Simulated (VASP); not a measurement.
Runs of VASP 6.6.1 on HgH3. The structure is that of space group P-6m2 (No. 187), or close to it. The cells are those of the table. 

| task | cell | k mesh | cutoff (eV) | gap on the mesh (eV) | pressure (GPa) | relaxed volume (Å³/atom) | largest force (eV/Å) |
| --- | --- | --- | --- | --- | --- | --- | --- |
| single point | a = 5.083, b = 5.083, c = 3.684 Å, angles 90.0, 90.0, 120.0°, 4 atoms | 6 × 6 × 2 | 520 | none | (a) | - | (c) |
| single point | a = 5.399, b = 5.399, c = 3.833 Å, angles 90.0, 90.0, 120.0°, 4 atoms | 12 × 12 × 12 | 520 | none | 0.0 | - | 0.01 |
| single point | a = 2.847, b = 2.847, c = 8.982 Å, angles 90.0, 90.0, 120.0°, 4 atoms | 6 × 6 × 2 | 520 | none | -4.2 | - | 0.14 |
| single point | a = 5.379, b = 5.379, c = 3.801 Å, angles 90.0, 90.0, 120.0°, 4 atoms | 6 × 6 × 6 | 520 | none | 0.1 | - | 0.01 |
| relaxation of cell and atoms | relaxed from a = 5.083, b = 5.083, c = 3.684 Å, angles 90.0, 90.0, 120.0°, 4 atoms | 6 × 6 × 6 | 600 | none | 0.2 | 21.44 | 0.04 |
| relaxation of cell and atoms | relaxed from a = 2.847, b = 2.847, c = 8.982 Å, angles 90.0, 90.0, 120.0°, 4 atoms | 6 × 6 × 2 | 600 | none | 0.2 | 10.01 | 0.02 |
| relaxation of cell and atoms | relaxed from a = 5.379, b = 5.379, c = 3.801 Å, angles 90.0, 90.0, 120.0°, 4 atoms | 12 × 12 × 12 | 600 | none | 0.0 | (b) | - |

Alike in all rows: level PBE; potentials or basis VASP PAW PBE potentials, release 64 (Hg, H); no spin polarisation; smearing gaussian 0.1 eV.

Q: Estimate the missing entries.

A: (a) 0.3; (b) 24.06; (c) 0.03.

Caveats: some runs use coarse meshes; spin-orbit coupling is left out, which moves the levels of the heavy elements; the volume moved by over 15 % at a fixed basis, so the end points are rough (some runs).

A k mesh can miss the band edges, and the runs leave out spin-orbit coupling on Hg.

A gap of «none» marks levels without a gap at the run's occupations.
